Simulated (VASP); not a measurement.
# BAs (hb.bA) (F-43m) in VASP: single point with PBE

Aim: the single point of BAs (hb.bA) with PBE.

Everything below comes from runs of VASP 6.6.1. Logs are shortened: lines on timing, memory, paths and dates and some standing lists are left out, and cuts for length are marked.

### Step 1. The cell of the first run

Symmetry: F-43m, No. 216, cubic system. Conventional cell: a = 4.809 Å, b = 4.809 Å, c = 4.809 Å, α = 90.00°, β = 90.00°, γ = 90.00°. Within 2.8 Å of B (site symmetry -43m) lie 4 As at 2.08 Å. As (site symmetry -43m) has 4 B at 2.08 Å within 2.8 Å.

### Step 2. Single point, PBE

Input file INCAR:

```
PREC = Accurate ; ENCUT = 500
EDIFF = 1E-6 ; ISMEAR = 0
SIGMA = 0.02 ; LREAL = False
LASPH = True ; NELM = 120
ALGO = Normal ; ISIF = 2
LWAVE = False ; LCHARG = False
GGA = PE ; NBANDS = 11
GGA_COMPAT = False
```

Input file KPOINTS:

```
Automatic mesh
0
Gamma
  10 10 10
```

Input file POSCAR:

```
BAs
1.0
    0.0000000000      2.4045448510      2.4045448510
    2.4045448510      0.0000000000      2.4045448510
    2.4045448510      2.4045448510      0.0000000000
B As
1 1
Direct
    0.0000000000      0.0000000000      0.0000000000
    0.2500000000      0.2500000000      0.2500000000
```

Potentials or basis: VASP PAW PBE potentials, release 64 (B, As).

Run with:

```
cat potpaw_PBE.64/B/POTCAR potpaw_PBE.64/As/POTCAR > POTCAR
mpirun -np 1 vasp_std > vasp.out
```

OUTCAR:

```text
PREC = Accurate
   ENCUT = 500
   EDIFF = 1E-6
   ISMEAR = 0
   LREAL = False
   LASPH = True
   NELM = 120
   ISIF = 2
   GGA = PE

 ion  position               nearest neighbor table
   1  0.000  0.000  0.000-   2 2.08   2 2.08   2 2.08   2 2.08
   2  0.250  0.250  0.250-   1 2.08   1 2.08   1 2.08   1 2.08

  LATTYP: Found a face centered cubic cell.
 ALAT       =     4.8090897020

  Lattice vectors:

 A1 = (   0.0000000000,   2.4045448510,   2.4045448510)
 A2 = (   2.4045448510,   0.0000000000,   2.4045448510)
 A3 = (   2.4045448510,   2.4045448510,   0.0000000000)

Analysis of symmetry for initial positions (statically):
=====================================================================
 Subroutine PRICEL returns:
 Original cell was already a primitive cell.

 Routine SETGRP: Setting up the symmetry group for a
 face centered cubic supercell.

 Subroutine GETGRP returns: Found 24 space group operations
 (whereof 24 operations were pure point group operations)
 out of a pool of 48 trial point group operations.

The static configuration has the point symmetry T_d .

Analysis of symmetry for dynamics (positions and initial velocities):
=====================================================================
 Subroutine PRICEL returns:
 Original cell was already a primitive cell.

 Routine SETGRP: Setting up the symmetry group for a
 face centered cubic supercell.

 Subroutine GETGRP returns: Found 24 space group operations
 (whereof 24 operations were pure point group operations)
 out of a pool of 48 trial point group operations.

The dynamic configuration has the point symmetry T_d .

 Subroutine INISYM returns: Found 24 space group operations
 (whereof 24 operations are pure point group operations),
 and found     1 'primitive' translations

----------------------------------------------------------------------------------------

                                     Primitive cell

  volume of cell :      27.8054

  direct lattice vectors                    reciprocal lattice vectors
     0.000000000  2.404544851  2.404544851    -0.207939561  0.207939561  0.207939561
     2.404544851  0.000000000  2.404544851     0.207939561 -0.207939561  0.207939561
     2.404544851  2.404544851  0.000000000     0.207939561  0.207939561 -0.207939561

  length of vectors
     3.400539940  3.400539940  3.400539940     0.360161884  0.360161884  0.360161884

  position of ions in fractional coordinates (direct lattice)
     0.000000000  0.000000000  0.000000000
     0.250000000  0.250000000  0.250000000

  ion indices of the primitive-cell ions
   primitive index   ion index
                 1           1
                 2           2

----------------------------------------------------------------------------------------

 KPOINTS: Automatic mesh

Automatic generation of k-mesh.
 Grid dimensions read from file:
 generate k-points for:   10   10   10

 Generating k-lattice:

  Cartesian coordinates                     Fractional coordinates (reciprocal lattice)
    -0.020793956  0.020793956  0.020793956     0.100000000  0.000000000  0.000000000
     0.020793956 -0.020793956  0.020793956     0.000000000  0.100000000  0.000000000
     0.020793956  0.020793956 -0.020793956     0.000000000  0.000000000  0.100000000

  Length of vectors
     0.036016188  0.036016188  0.036016188

  Shift w.r.t. Gamma in fractional coordinates (k-lattice)
     0.000000000  0.000000000  0.000000000

 Subroutine IBZKPT returns following result:
 ===========================================

 Found     47 irreducible k-points:

 Following reciprocal coordinates:
            Coordinates               Weight
  0.000000  0.000000  0.000000      1.000000
  0.100000  0.000000  0.000000      8.000000
  0.200000  0.000000  0.000000      8.000000
  0.300000  0.000000  0.000000      8.000000
  0.400000  0.000000  0.000000      8.000000
  0.500000  0.000000  0.000000      4.000000
[... 16 lines left out ...]
  0.300000  0.300000  0.000000      6.000000
  0.400000  0.300000  0.000000     24.000000
 [... further k-points ...]
   k-points           NKPTS =     47   k-points in BZ     NKDIM =     47   number of bands    NBANDS=     11
   number of dos      NEDOS =    301   number of ions     NIONS =      2
   total plane-waves  NPLWV =  21952
   dimension x,y,z NGX =    28 NGY =   28 NGZ =   28
   dimension x,y,z NGXF=    56 NGYF=   56 NGZF=   56
   ions per type =               1   1
   NGX,Y,Z   is equivalent  to a cutoff of  13.69, 13.69, 13.69 a.u.
   NGXF,Y,Z  is equivalent  to a cutoff of  27.38, 27.38, 27.38 a.u.
 SYSTEM =  unknown system
   PREC   = accura    normal or accurate (medium, high low for compatibility)
   ISTART =      0    job   : 0-new  1-cont  2-samecut
   ICHARG =      2    charge: 1-file 2-atom 10-const
   ISPIN  =      1    spin polarized calculation?
   LNONCOLLINEAR =      F non collinear calculations
   LSORBIT =      F    spin-orbit coupling
   LASPH  =      T    aspherical Exc in radial PAW
   ENCUT  =  500.0 eV  36.75 Ry    6.06 a.u.   6.20  6.20  6.20*2*pi/ulx,y,z
   NELM   =    120;   NELMIN=  2; NELMDL= -5     # of ELM steps
   EDIFF  = 0.1E-05   stopping-criterion for ELM
   LREAL  =      F    real-space projection
   EDIFFG = 0.1E-04   stopping-criterion for IOM
   NSW    =      0    number of steps for IOM
   IBRION =     -1    ionic relax: 0-MD 1-quasi-New 2-CG
   NFREE  =      0    steps in history (QN), initial steepest desc. (CG)
   ISIF   =      2    stress and relaxation
   ISYM   =      2    0-nonsym 1-usesym 2-fastsym
   POTIM  = 0.5000    time-step for ionic-motion
   TEBEG  =    0.0;   TEEND  =   0.0 temperature during run
   PSTRESS=    0.0 pullay stress
   NELECT =       8.0000    total number of electrons
   NUPDOWN=      -1.0000    fix difference up-down
   EMIN   =  10.00;   EMAX   =-10.00  energy-range for DOS
   EFERMI =   0.00;   METHOD = LEGACY
   ISMEAR =     0;   SIGMA  =   0.02  broadening in eV -4-tet -1-fermi 0-gaus
   EFERMI_NEDOS =   21; number of points for ismear=-14 and -15
   IALGO  =     38    algorithm
   IMIX   =      4    mixing-type and parameters
     AMIX     =   0.40;   BMIX     =  1.00
     AMIX_MAG =   1.60;   BMIX_MAG =  1.00
  volume/ion in A,a.u.               =      13.90        93.82
  Fermi-wavevector in a.u.,A,eV,Ry     =   1.080758  2.042337 15.892131  1.168039
  Thomas-Fermi vector in A             =   2.216758
   LORBIT       =      0    0 simple, 1 ext, 2 COOP (PROOUT), +10 PAW based schemes
   GGA     = PE    functional components
   LHFCALC =     F    Hartree Fock is set to
   AEXX    =    0.0000 exact exchange contribution
   IVDW    =     0    specifies the selected vdW correction
   LEPSILON=     F    determine dielectric tensor
   LRPA    =     F    only Hartree local field effects (RPA)
 non-spin polarized calculation
 Gauss-broadening in eV      SIGMA  =   0.02
  energy-cutoff  :      500.00
  volume of cell :       27.81
 maximum number of plane-waves:       725
 NGX is ok and might be reduce to    28
   NGX = 13   NGY = 13   NGZ = 13

 number of electron       8.0000000 magnetization

 Free energy of the ion-electron system (eV)
  ---------------------------------------------------
  ext. energy  EPLUGINS =         0.00000000
  ---------------------------------------------------
  free energy    TOTEN  =       -11.41314885 eV

  energy without entropy =      -11.41314885  energy(sigma->0) =      -11.41314885

 E-fermi :   6.0352     XC(G=0): -10.4974

 val. band max:        5.9065131561   @ k =   0.0000   0.0000   0.0000
 cond. band min:       7.1025555476   @ k =   0.4000   0.4000   0.0000
 fundamental gap:      1.1960423915
 Fermi energy:         6.0351551877

 k-point     1 :       0.0000    0.0000    0.0000
  band No.  band energies     occupation
      1      -9.3130      2.00000
      2       5.9065      2.00000
      3       5.9065      2.00000
      4       5.9065      2.00000
      5       9.1581      0.00000
      6       9.1581      0.00000
      7       9.1581      0.00000
      8      10.3393      0.00000
      9      15.3928      0.00000
     10      18.7763      0.00000
     11      18.7763      0.00000

 k-point     2 :       0.1000    0.0000    0.0000
  band No.  band energies     occupation
      1      -9.1518      2.00000
      2       4.5227      2.00000
      3       5.6119      2.00000
      4       5.6119      2.00000
      5       9.2612      0.00000
      6       9.5468      0.00000
      7       9.5468      0.00000
      8      11.2587      0.00000
      9      16.0237      0.00000
     10      17.7336      0.00000
     11      17.7336      0.00000

 k-point     3 :       0.2000    0.0000    0.0000
  band No.  band energies     occupation
      1      -8.6768      2.00000
      2       2.1899      2.00000
      3       5.0486      2.00000
      4       5.0486      2.00000
      5       9.0158      0.00000
      6      10.2531      0.00000
      7      10.2531      0.00000
      8      12.9242      0.00000
      9      17.0191      0.00000
     10      17.0239      0.00000
     11      17.0239      0.00000

 k-point     4 :       0.3000    0.0000    0.0000
  band No.  band energies     occupation
      1      -7.9251      2.00000
      2      -0.0636      2.00000
      3       4.5493      2.00000
      4       4.5493      2.00000
      5       8.7335      0.00000
      6      10.6594      0.00000
      7      10.6594      0.00000
      8      14.2401      0.00000
      9      17.1384      0.00000
     10      17.4524      0.00000
     11      17.4524      0.00000
[... 239 lines left out ...]
 k-point    22 :      -0.2000    0.2000    0.0000
  band No.  band energies     occupation
      1      -7.6669      2.00000
      2       0.4883      2.00000
      3       1.9179      2.00000
      4       4.6378      2.00000
      5       9.7636      0.00000
      6      10.9714      0.00000
      7      11.8343      0.00000
      8      12.8130      0.00000
      9      15.7626      0.00000
     10      18.4026      0.00000
     11      19.8806      0.00000

 k-point    23 :       0.3000    0.3000    0.0000
  band No.  band energies     occupation
      1      -7.4346      2.00000
      2       0.7213      2.00000
      3       2.7844      2.00000
      4       2.7844      2.00000
      5       7.3160      0.00000
      6       9.5520      0.00000
      7      14.2333      0.00000
      8      14.2333      0.00000
      9      16.7262      0.00000
     10      20.7416      0.00000
     11      20.8974      0.00000

 k-point    24 :       0.4000    0.3000    0.0000
  band No.  band energies     occupation
      1      -6.7236      2.00000
      2      -0.4976      2.00000
      3       2.0131      2.00000
      4       2.4928      2.00000
      5       7.6131      0.00000
      6       9.2947      0.00000
      7      14.6002      0.00000
      8      14.8437      0.00000
      9      17.7856      0.00000
     10      21.4686      0.00000
     11      21.6479      0.00000

 [... further k-points ...]
[... 5 lines left out ...]
  --------------------------------------------------------------------------------------
  -------------------------------------------------------------------------------------
  Total        0.1064520      0.1064520      0.1064520      0.0000000      0.0000000      0.0000000
  in kB        6.1338880      6.1338880      6.1338880      0.0000000      0.0000000      0.0000000
  external PRESSURE =       6.1338880 kB  Pullay stress =       0.0000000 kB

 VOLUME and BASIS-vectors are now :
 -----------------------------------------------------------------------------
  energy-cutoff  :      500.00
  volume of cell :       27.81
      direct lattice vectors                 reciprocal lattice vectors
     0.000000000  2.404544851  2.404544851    -0.207939561  0.207939561  0.207939561
     2.404544851  0.000000000  2.404544851     0.207939561 -0.207939561  0.207939561
     2.404544851  2.404544851  0.000000000     0.207939561  0.207939561 -0.207939561

 POSITION                                       TOTAL-FORCE (eV/Angst)
 -----------------------------------------------------------------------------------
      0.00000      0.00000      0.00000        -0.000000     -0.000000      0.000000
      1.20227      1.20227      1.20227         0.000000      0.000000     -0.000000
 -----------------------------------------------------------------------------------
    total drift:                               -0.000000     -0.000000     -0.000000

  FREE ENERGIE OF THE ION-ELECTRON SYSTEM (eV)
  ---------------------------------------------------
  free  energy   TOTEN  =       -11.4131488492 eV

  energy  without entropy=      -11.4131488492  energy(sigma->0) =      -11.41314885
```

Run time: 26 s. Hardware: 1 thread of Intel Xeon 8259CL, shared host; peak memory 0.16 GiB.

What came out:

| Property | Result |
| --- | --- |
| Free energy | -11.4131 eV |
| Pressure | 0.6 GPa |
| Band gap on the k mesh | 1.20 eV, indirect (least direct gap 3.25 eV) |

Levels at points of the mesh, in eV from the valence-band top:
| k point | band 1 | band 2 | band 3 | band 4 | band 5 | band 6 | band 7 | band 8 | band 9 |
| --- | --- | --- | --- | --- | --- | --- | --- | --- | --- |
| (0.00, 0.00, 0.00) | -15.22 | 0.00 | 0.00 | 0.00 | 3.25 | 3.25 | 3.25 | 4.43 | 9.49 |
| (0.50, 0.00, 0.00) | -12.42 | -8.64 | -1.79 | -1.79 | 2.58 | 4.76 | 4.76 | 8.82 | 12.57 |
| (0.50, 0.50, 0.00) | -11.13 | -8.42 | -4.00 | -4.00 | 1.45 | 1.46 | 11.18 | 11.18 | 12.69 |
